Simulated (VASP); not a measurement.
Input of a VASP 6.6.1 run:

File INCAR:

```
SYSTEM = GaP
  ALGO = Normal
  EDIFF = 1E-6
  EDIFFG = -0.05
  ENCUT = 600
  GGA = PS
  IBRION = 2
  ISIF = 3
  ISMEAR = 0
  LASPH = .True.
  LCHARG = .False.
  LREAL = .False.
  LWAVE = .False.
  NELM = 100
  NSW = 80
  PREC = Accurate
  PSTRESS = 307.0
  SIGMA = 0.1
```

The input KPOINTS:

```
k-points
0
Gamma
  6 6 2
  0 0 0
```

File POSCAR:

```
GaP
1.0
    2.3105000000     -2.4635000000      0.0000000000
    2.3105000000      2.4635000000      0.0000000000
    0.0000000000      0.0000000000     13.3350000000
P Ga
6 6
Direct
    0.6110000000      0.3890000000      0.0703000000
    0.3890000000      0.6110000000      0.9297000000
    0.3890000000      0.6110000000      0.5703000000
    0.6110000000      0.3890000000      0.4297000000
    0.8916000000      0.1084000000      0.2500000000
    0.1084000000      0.8916000000      0.7500000000
    0.8936000000      0.1064000000      0.5909000000
    0.1064000000      0.8936000000      0.4091000000
    0.1064000000      0.8936000000      0.0909000000
    0.8936000000      0.1064000000      0.9091000000
    0.4151000000      0.5849000000      0.2500000000
    0.5849000000      0.4151000000      0.7500000000
```

Potentials or basis: VASP PAW PBE potentials, release 64 (P, Ga_d).

The run is started by

```sh
$ cat potpaw_PBE.64/P/POTCAR potpaw_PBE.64/Ga_d/POTCAR > POTCAR
$ mpirun -np 1 vasp_std > vasp.out
```

Task: What does it give for the space group after relaxing (to 0.05 Å)?

Result: Cmcm (No. 63).

Task: Estimate the relaxed volume.

Result: 13.07 Å³/atom.

Task: Estimate the relaxed cell.

Result: a = 3.399 Å, b = 3.399 Å, c = 13.595 Å, α = 90.00°, β = 90.00°, γ = 92.87°.

Forces in eV/Å, atoms in the order of the input:
```
P    0.000  0.015 -0.014
P    0.000 -0.015  0.014
P    0.000 -0.015 -0.014
P    0.000  0.015  0.014
P    0.000 -0.024  0.000
P    0.000  0.024  0.000
Ga   0.000 -0.040 -0.006
Ga   0.000  0.040  0.006
Ga   0.000  0.040 -0.006
Ga   0.000 -0.040  0.006
Ga   0.000 -0.015  0.000
Ga   0.000  0.015  0.000
```

Caveat: the cell is relaxed towards a set pressure, so the enthalpy falls and the energy may rise; the PAW data sets were made with another functional, which shifts forces and pressure a little; the relaxation stopped at a loose force limit of 0.05 eV/Å, so its end isn't a converged minimum.
